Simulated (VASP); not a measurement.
**Li: single point with PBE**

Crystal: Li.

```
Li
1.0
     6.98000    0.00000    0.00000
     0.00000    6.98000    0.00000
     0.00000    0.00000    6.98000
Li
16
Cartesian
  -0.3262 -0.2393 0.1762
  3.4474 0.3033 -0.1955
  -0.0312 3.5312 0.3636
  -0.0095 -0.0704 3.4557
  1.7037 1.5767 1.9970
  3.4831 3.2628 -0.1390
  3.6645 -0.0753 3.7673
  5.2235 1.7577 1.7720
  0.1852 3.5755 3.5242
  1.7673 5.1584 1.7850
  1.4043 1.6082 5.4609
  3.3760 2.9226 3.7927
  4.9520 4.9112 1.9035
  5.5894 1.6253 5.6847
  1.2716 5.0124 5.4016
  5.0986 5.1266 5.3850
```

| Property | Result |
| --- | --- |
| Program | VASP 6.6.1 |
| Task | single point |
| Functional | PBE |
| Potentials or basis | VASP PAW PBE potentials, release 64 (Li_sv) |
| Cutoff | 650 eV |
| k mesh | 3 × 3 × 3 |
| Occupations | fermi-dirac, width 0.1 eV |
| Spin | no spin polarisation |

```
Pressure               : -0.5 GPa
Largest force          : 0.621 eV/Å
Band gap on the k mesh : zero (bands 24 and 25 overlap by 0.45 eV)
```

Forces on the atoms (eV/Å):
```
Li   0.204 -0.162  0.282
Li  -0.093 -0.405  0.284
Li   0.006 -0.156 -0.042
Li  -0.184 -0.114  0.105
Li   0.024  0.024 -0.322
Li  -0.192  0.119  0.170
Li  -0.205  0.026 -0.054
Li  -0.045 -0.081  0.146
Li  -0.375 -0.244 -0.055
Li   0.286  0.113  0.008
Li   0.046 -0.010 -0.053
Li   0.082  0.286  0.056
Li  -0.011  0.161  0.011
Li  -0.152  0.290 -0.528
Li   0.495  0.298  0.048
Li   0.115 -0.145 -0.055
```

Levels at points of the mesh, in eV from the Fermi level:
```
           k point  band 19  band 20  band 21  band 22  band 23  band 24  band 25  band 26  band 27  band 28
(0.00, 0.00, 0.00)    -1.17    -1.16    -1.06    -1.01    -0.99     0.28     0.31     0.33     0.37     0.38
```

Wall time 3.1 min on 1 thread of Intel(R) Xeon(R) Platinum 8488C (Sapphire Rapids), with other jobs on the host, peak memory 0.56 GiB.
